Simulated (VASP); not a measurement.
A run of VASP 6.6.1 is set up as follows.

File INCAR:

```
SYSTEM = Sb
PREC     = Accurate       ! precision mode
ENCUT    = 600            ! plane-wave cutoff, eV
EDIFF    = 1E-6           ! SCF threshold, eV
ISMEAR   = 0              ! smearing method
SIGMA    = 0.1            ! smearing width, eV
LREAL    = .FALSE.        ! projectors in reciprocal space
LASPH    = .TRUE.         ! aspherical terms in the spheres
NELM     = 60             ! most SCF steps
ALGO     = Normal         ! electronic algorithm
ISIF     = 3              ! what is computed and relaxed
LWAVE    = .FALSE.        ! write WAVECAR
LCHARG   = .FALSE.        ! write CHGCAR
GGA      = PE             ! functional
IBRION   = 2              ! ionic algorithm
NSW      = 100            ! ionic steps
EDIFFG   = -0.01          ! ionic threshold
```

Contents of KPOINTS:

```
Automatic mesh
0
G
  18 18 18
  0 0 0
```

The input POSCAR:

```
Sb
1.0
    3.0924760439      0.0000000000      0.0000000000
    0.0000000000      3.0924760439      0.0000000000
    0.0000000000      0.0000000000      3.1827811338
Sb
1
Direct
    0.5000000000      0.5000000000      0.0000000000
```

Potentials or basis: VASP PAW PBE potentials, release 64 (Sb).

Run with:

```bash
$ cat potpaw_PBE.64/Sb/POTCAR > POTCAR
$ mpirun -np 1 vasp_std > vasp.out
```

**Question.** Estimate the space group after relaxing (to 0.1 Å).

**Answer.** Pm-3m (No. 221).

**Question.** What does it give for the relaxed volume?

**Answer.** 30.05 Å³/atom.

**Question.** Predict the band gap on the k mesh.

**Answer.** Zero (an odd number of electrons rules out a gap without spin polarisation).

**Question.** Estimate the relaxed cell.

**Answer.** a = 3.109 Å, b = 3.109 Å, c = 3.109 Å, α = 90.00°, β = 90.00°, γ = 90.00°.

Final structure:
```
Sb
1.0
     3.10891    0.00000    0.00000
     0.00000    3.10891    0.00000
     0.00000    0.00000    3.10896
Sb
1
Direct
  0.50000 0.50000 0.00000
```

Caveat: spin-orbit coupling is left out, which moves the levels of the heavy elements.
